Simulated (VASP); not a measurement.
# InSe (P6_3/mmc) in VASP: a series of runs

Runs on InSe. Level: PBEsol. Tasks: single point.

All numbers are computed with VASP 6.6.1; they aren't measurements. Logs are shortened: lines on timing, memory, paths and dates and some standing lists are left out, and cuts for length are marked.

### 1 The cell of the first run

The structure is hexagonal, space group P6_3/mmc (No. 194). The conventional cell has a = 4.042 Å, b = 4.042 Å, c = 17.428 Å, α = 90.00°, β = 90.00°, γ = 120.00°. Within 3.5 Å of In (site symmetry 3m) lie 3 Se at 2.65 Å and 1 In at 2.80 Å. Within 3.5 Å of Se (site symmetry 3m) lie 3 In at 2.65 Å.

### 2 Single point, PBEsol

The input, INCAR:

```
PREC = Accurate
ENCUT = 520
EDIFF = 1E-7
ISMEAR = 0
SIGMA = 0.1
LREAL = False
LASPH = True
NELM = 60
ALGO = Normal
ISIF = 2
LWAVE = False
LCHARG = False
GGA = PS
NBANDS = 48
```

The input, KPOINTS:

```
Automatic mesh
0
Gamma
  6 6 1
```

The input, POSCAR:

```
InSe
1.0
    4.0417341700      0.0000000000      0.0000000000
   -2.0208670800      3.5002444600      0.0000000000
    0.0000000000      0.0000000000     17.4284434000
In Se
4 4
Direct
    0.3333333300      0.6666666700      0.3303039600
    0.6666666700      0.3333333300      0.8303039600
    0.6666666700      0.3333333300      0.6696960400
    0.3333333300      0.6666666700      0.1696960400
    0.3333333300      0.6666666700      0.5973247600
    0.6666666700      0.3333333300      0.0973247600
    0.6666666700      0.3333333300      0.4026752400
    0.3333333300      0.6666666700      0.9026752400
```

Potentials or basis: VASP PAW PBE potentials, release 64 (In_d, Se).

On the command line:

```bash
> cat potpaw_PBE.64/In_d/POTCAR potpaw_PBE.64/Se/POTCAR > POTCAR
> mpirun -np 1 vasp_std > vasp.out
```

OUTCAR:

```text
PREC = Accurate
   ENCUT = 520
   EDIFF = 1E-7
   ISMEAR = 0
   LREAL = False
   LASPH = True
   NELM = 60
   ISIF = 2
   GGA = PS

 ion  position               nearest neighbor table
   1  0.333  0.667  0.330-   7 2.65   7 2.65   7 2.65   4 2.80
   2  0.667  0.333  0.830-   8 2.65   8 2.65   8 2.65   3 2.80
   3  0.667  0.333  0.670-   5 2.65   5 2.65   5 2.65   2 2.80
   4  0.333  0.667  0.170-   6 2.65   6 2.65   6 2.65   1 2.80
   5  0.333  0.667  0.597-   3 2.65   3 2.65   3 2.65
   6  0.667  0.333  0.097-   4 2.65   4 2.65   4 2.65
   7  0.667  0.333  0.403-   1 2.65   1 2.65   1 2.65
   8  0.333  0.667  0.903-   2 2.65   2 2.65   2 2.65

  LATTYP: Found a hexagonal cell.
 ALAT       =     4.0417341700
 C/A-ratio  =     4.3121201610

  Lattice vectors:

 A1 = (   4.0417341700,   0.0000000000,   0.0000000000)
 A2 = (  -2.0208670800,   3.5002444600,   0.0000000000)
 A3 = (   0.0000000000,   0.0000000000,  17.4284434000)

Analysis of symmetry for initial positions (statically):
=====================================================================
 Subroutine PRICEL returns:
 Original cell was already a primitive cell.

 Routine SETGRP: Setting up the symmetry group for a
 hexagonal supercell.

 Subroutine GETGRP returns: Found 24 space group operations
 (whereof 12 operations were pure point group operations)
 out of a pool of 24 trial point group operations.

The static configuration has the point symmetry D_3d.
 The point group associated with its full space group is D_6h.

Analysis of symmetry for dynamics (positions and initial velocities):
=====================================================================
 Subroutine PRICEL returns:
 Original cell was already a primitive cell.

 Routine SETGRP: Setting up the symmetry group for a
 hexagonal supercell.

 Subroutine GETGRP returns: Found 24 space group operations
 (whereof 12 operations were pure point group operations)
 out of a pool of 24 trial point group operations.

The dynamic configuration has the point symmetry D_3d.
 The point group associated with its full space group is D_6h.

 Subroutine INISYM returns: Found 24 space group operations
 (whereof 12 operations are pure point group operations),
 and found     1 'primitive' translations

[... 87 lines left out ...]
   NELM   =     60;   NELMIN=  2; NELMDL= -5     # of ELM steps
   EDIFF  = 0.1E-06   stopping-criterion for ELM
   LREAL  =      F    real-space projection
   EDIFFG = 0.1E-05   stopping-criterion for IOM
   NSW    =      0    number of steps for IOM
   IBRION =     -1    ionic relax: 0-MD 1-quasi-New 2-CG
   NFREE  =      0    steps in history (QN), initial steepest desc. (CG)
   ISIF   =      2    stress and relaxation
   ISYM   =      2    0-nonsym 1-usesym 2-fastsym
   POTIM  = 0.5000    time-step for ionic-motion
   TEBEG  =    0.0;   TEEND  =   0.0 temperature during run
   PSTRESS=    0.0 pullay stress
   NELECT =      76.0000    total number of electrons
   NUPDOWN=      -1.0000    fix difference up-down
   EMIN   =  10.00;   EMAX   =-10.00  energy-range for DOS
   EFERMI =   0.00;   METHOD = LEGACY
   ISMEAR =     0;   SIGMA  =   0.10  broadening in eV -4-tet -1-fermi 0-gaus
   EFERMI_NEDOS =   21; number of points for ismear=-14 and -15
   IALGO  =     38    algorithm
   IMIX   =      4    mixing-type and parameters
     AMIX     =   0.40;   BMIX     =  1.00
     AMIX_MAG =   1.60;   BMIX_MAG =  1.00
  volume/ion in A,a.u.               =      30.82       207.98
  Fermi-wavevector in a.u.,A,eV,Ry     =   1.105871  2.089793 16.639253  1.222951
  Thomas-Fermi vector in A             =   2.242364
   LORBIT       =      0    0 simple, 1 ext, 2 COOP (PROOUT), +10 PAW based schemes
   GGA     = PS    functional components
   LHFCALC =     F    Hartree Fock is set to
   AEXX    =    0.0000 exact exchange contribution
   IVDW    =     0    specifies the selected vdW correction
   LEPSILON=     F    determine dielectric tensor
   LRPA    =     F    only Hartree local field effects (RPA)
 non-spin polarized calculation
 Gauss-broadening in eV      SIGMA  =   0.10
  energy-cutoff  :      520.00
  volume of cell :      246.56
 maximum number of plane-waves:      6679
   NGX = 15   NGY = 15   NGZ = 65

 number of electron      75.9999983 magnetization

 Free energy of the ion-electron system (eV)
  ---------------------------------------------------
  ext. energy  EPLUGINS =         0.00000000
  ---------------------------------------------------
  free energy    TOTEN  =       -31.14422025 eV

  energy without entropy =      -31.14418402  energy(sigma->0) =      -31.14420213

 E-fermi :   3.5858     XC(G=0):  -8.8091

 val. band max:        3.3746272894   @ k =   0.0000   0.0000   0.0000
 cond. band min:       3.7970223850   @ k =   0.0000   0.0000   0.0000
 fundamental gap:      0.4223950956
 Fermi energy:         3.5858251758

 k-point     1 :       0.0000    0.0000    0.0000
  band No.  band energies     occupation
      1     -11.2259      2.00000
      2     -11.2257      2.00000
      3     -11.0391      2.00000
      4     -11.0391      2.00000
      5     -11.0389      2.00000
      6     -11.0389      2.00000
[... 346 lines left out ...]
     47       9.0655      0.00000
     48       9.0655      0.00000

------------------------ aborting loop because EDIFF is reached ----------------------------------------

  FORCE on cell =-STRESS in cart. coord.  units (eV):
  Direction    XX          YY          ZZ          XY          YZ          ZX
  --------------------------------------------------------------------------------------
  -------------------------------------------------------------------------------------
  Total       -1.1292224     -1.1292224     -0.8315875     -0.0000000     -0.0000000      0.0000000
  in kB       -7.3377912     -7.3377912     -5.4037318     -0.0000000     -0.0000000      0.0000000
  external PRESSURE =      -6.6931047 kB  Pullay stress =       0.0000000 kB

 VOLUME and BASIS-vectors are now :
 -----------------------------------------------------------------------------
  energy-cutoff  :      520.00
  volume of cell :      246.56
      direct lattice vectors                 reciprocal lattice vectors
     4.041734170  0.000000000  0.000000000     0.247418548  0.142847165  0.000000000
    -2.020867080  3.500244460  0.000000000     0.000000000  0.285694331  0.000000000
     0.000000000  0.000000000 17.428443400     0.000000000  0.000000000  0.057377471

 POSITION                                       TOTAL-FORCE (eV/Angst)
 -----------------------------------------------------------------------------------
     -0.00000      2.33350      5.75668        -0.000000     -0.000000     -0.104142
      2.02087      1.16675     14.47091        -0.000000      0.000000     -0.104142
      2.02087      1.16675     11.67176         0.000000      0.000000      0.104142
     -0.00000      2.33350      2.95754         0.000000     -0.000000      0.104142
     -0.00000      2.33350     10.41044         0.000000     -0.000000     -0.008608
      2.02087      1.16675      1.69622        -0.000000      0.000000     -0.008608
      2.02087      1.16675      7.01800        -0.000000      0.000000      0.008608
     -0.00000      2.33350     15.73222         0.000000     -0.000000      0.008608
 -----------------------------------------------------------------------------------
    total drift:                                0.000009     -0.000005      0.000007

  FREE ENERGIE OF THE ION-ELECTRON SYSTEM (eV)
  ---------------------------------------------------
  free  energy   TOTEN  =       -31.1442202468 eV

  energy  without entropy=      -31.1441840209  energy(sigma->0) =      -31.14420213
```

stdout:

```text
POSCAR found type information on POSCAR InSe
 POSCAR found :  2 types and       8 ions
 scaLAPACK will be used
 -----------------------------------------------------------------------------
|                                                                             |
|                                                                             |
|     You enforced a specific xc type in the INCAR file but a different       |
|     I HOPE YOU KNOW WHAT YOU ARE DOING!                                     |
|                                                                             |
 -----------------------------------------------------------------------------

 LDA part: xc-table for (Slater+PW92), standard interpolation
 POSCAR, INCAR and KPOINTS ok, starting setup
 FFT: planning ... GRIDC
 FFT: planning ... GRID_SOFT
 FFT: planning ... GRID
 WAVECAR not read
 entering main loop
```

Wall time 3.4 min (1 thread of AMD EPYC 7R43 (Zen 3), shared host); peak memory 0.32 GiB.

What came out:

```yaml
Free_energy: -31.1442 eV
Pressure: -0.7 GPa
Largest_force: 0.104 eV/Å
Band_gap_on_the_k_mesh: 0.42 eV
```

Forces in eV/Å, atoms in the order of the input:
```
In   0.000  0.000 -0.104
In   0.000  0.000 -0.104
In   0.000  0.000  0.104
In   0.000  0.000  0.104
Se   0.000  0.000 -0.009
Se   0.000  0.000 -0.009
Se   0.000  0.000  0.009
Se   0.000  0.000  0.009
```

Stress tensor (GPa, compression positive):
```
-0.73  0.00  0.00
 0.00 -0.73  0.00
 0.00  0.00 -0.54
```

Caveat: semilocal functionals underestimate gaps, and a narrow one can read as zero; the PAW data sets were made with another functional, which shifts forces and pressure a little; spin-orbit coupling is left out, which moves the levels of the heavy elements; this functional lacks dispersion, which binds layers or chains, so the pressure and a relaxed spacing across them are unreliable.

### 3 Single point, PBEsol

This run uses another cell than the first one, of 29.53 Å³/atom.

The input, INCAR:

```
SYSTEM = InSe
ALGO     = Normal         ! electronic algorithm
EDIFF    = 1E-7           ! SCF threshold, eV
ENCUT    = 520            ! plane-wave cutoff, eV
GGA      = PS             ! functional
ISIF     = 2              ! what is computed and relaxed
ISMEAR   = 0              ! smearing method
LASPH    = .TRUE.         ! aspherical terms in the spheres
LCHARG   = .FALSE.        ! write CHGCAR
LREAL    = .FALSE.        ! projectors in reciprocal space
LWAVE    = .FALSE.        ! write WAVECAR
NBANDS   = 48             ! bands
NELM     = 80             ! most SCF steps
PREC     = Accurate       ! precision mode
SIGMA    = 0.02           ! smearing width, eV
```

The input, KPOINTS:

```
k-points
0
G
  12 12 2
  0 0 0
```

The input, POSCAR:

```
InSe
1.0
    4.0058745549     -0.0000000029      0.0000000000
   -2.0029372749      3.4691891303      0.0000000000
    0.0000000000      0.0000000000     16.9980233412
In Se
4 4
Direct
    0.3333333333      0.6666666667      0.3316827661
    0.6666666667      0.3333333333      0.8316827661
    0.6666666667      0.3333333333      0.6683172339
    0.3333333333      0.6666666667      0.1683172339
    0.3333333333      0.6666666667      0.5930667470
    0.6666666667      0.3333333333      0.0930667470
    0.6666666667      0.3333333333      0.4069332530
    0.3333333333      0.6666666667      0.9069332530
```

Potentials or basis: VASP PAW PBE potentials, release 64 (In_d, Se).

On the command line:

```bash
> cat potpaw_PBE.64/In_d/POTCAR potpaw_PBE.64/Se/POTCAR > POTCAR
> mpirun -np 1 vasp_std > vasp.out
```

Run time: 14 min. Hardware: 1 thread of AMD EPYC 7R43 (Zen 3), shared host; peak memory 0.49 GiB.

The run converged. Its results:

| Item | Value |
| --- | --- |
| Free energy | -31.1960 eV |
| Pressure | 0.1 GPa |
| Largest force | 0.019 eV/Å |
| Band gap on the k mesh | 0.42 eV |

Forces in eV/Å, atoms in the order of the input:
```
In   0.000  0.000 -0.019
In   0.000  0.000 -0.019
In   0.000  0.000  0.019
In   0.000  0.000  0.019
Se   0.000  0.000 -0.018
Se   0.000  0.000 -0.018
Se   0.000  0.000  0.018
Se   0.000  0.000  0.018
```

Levels at points of the mesh, in eV from the valence-band top:
```csv
k point,band 35,band 36,band 37,band 38,band 39,band 40,band 41,band 42
"(0.00, 0.00, 0.00)",-1.13,-1.05,-1.05,0.00,0.42,1.67,2.10,2.10
"(0.50, 0.00, 0.00)",-2.08,-2.00,-1.98,-1.38,1.21,1.23,1.88,1.97
"(0.00, 0.00, 0.50)",-1.08,-1.08,-0.87,-0.87,1.21,1.21,2.11,2.11
"(0.50, 0.00, 0.50)",-2.05,-2.05,-1.69,-1.69,1.47,1.47,1.62,1.62
```

Caveat: semilocal functionals underestimate gaps, and a narrow one can read as zero; the PAW data sets were made with another functional, which shifts forces and pressure a little; spin-orbit coupling is left out, which moves the levels of the heavy elements; this functional lacks dispersion, which binds layers or chains, so the pressure and a relaxed spacing across them are unreliable.
